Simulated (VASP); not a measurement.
Al3O2: single point with PBE

Al3O2:

```
Al O
1.0
     2.92848    0.00000    0.00000
    -1.46424    2.53614    0.00000
     0.00000    0.00000    9.06305
Al O
3 2
Direct
  0.33333 0.66667 0.24147
  0.00000 0.00000 0.50000
  0.66667 0.33333 0.75853
  0.66667 0.33333 0.16501
  0.33333 0.66667 0.83499
```

The cell was generated, and may not be a known phase.

| Quantity | Value |
| --- | --- |
| Program | VASP 6.6.1 |
| Task | single point |
| Functional | PBE |
| Potentials or basis | VASP PAW PBE potentials, release 64 (Al, O) |
| Cutoff | 520 eV |
| k mesh | 6 × 6 × 4 |
| Occupations | gaussian, width 0.1 eV |
| Spin | no spin polarisation |
| Dipole correction | no |
| Further INCAR settings | ALGO = Normal; EDIFF = 1e-06; NBANDS = 18 |

```
Pressure               : 0.3 GPa
Largest force          : 0.012 eV/Å
Band gap on the k mesh : zero (an odd number of electrons rules out a gap without spin polarisation)
```

Forces in eV/Å, atoms in the order of the input:
```
Al   0.000  0.000  0.006
Al   0.000  0.000  0.000
Al   0.000  0.000 -0.006
O    0.000  0.000  0.012
O    0.000  0.000 -0.012
```

Stress tensor (GPa, compression positive):
```
0.30 0.00 0.00
0.00 0.30 0.00
0.00 0.00 0.19
```

Levels at points of the mesh, in eV from the Fermi level:
| k point | band 7 | band 8 | band 9 | band 10 | band 11 | band 12 | band 13 | band 14 |
| --- | --- | --- | --- | --- | --- | --- | --- | --- |
| (0.00, 0.00, 0.00) | -5.09 | -5.07 | -5.07 | -3.02 | -0.01 | 3.62 | 5.05 | 9.27 |
| (0.50, 0.00, 0.00) | -5.74 | -5.41 | -3.67 | -3.56 | -0.89 | 0.40 | 3.40 | 4.61 |
| (0.00, 0.00, 0.50) | -5.09 | -5.07 | -5.07 | -3.76 | 0.65 | 2.86 | 5.74 | 8.03 |
| (0.50, 0.00, 0.50) | -5.58 | -5.53 | -3.76 | -3.59 | -0.75 | 0.40 | 3.30 | 4.66 |

Wall time 38 s on 1 thread of Intel Xeon 8259CL, on a shared host, peak memory 0.19 GiB.

Caveat: the k points lie up to 0.41 Å⁻¹ apart, too coarse for converged energies and pressures of a metal; an odd number of electrons without spin polarisation forces a metal; a magnetic or distorted state may lie lower.
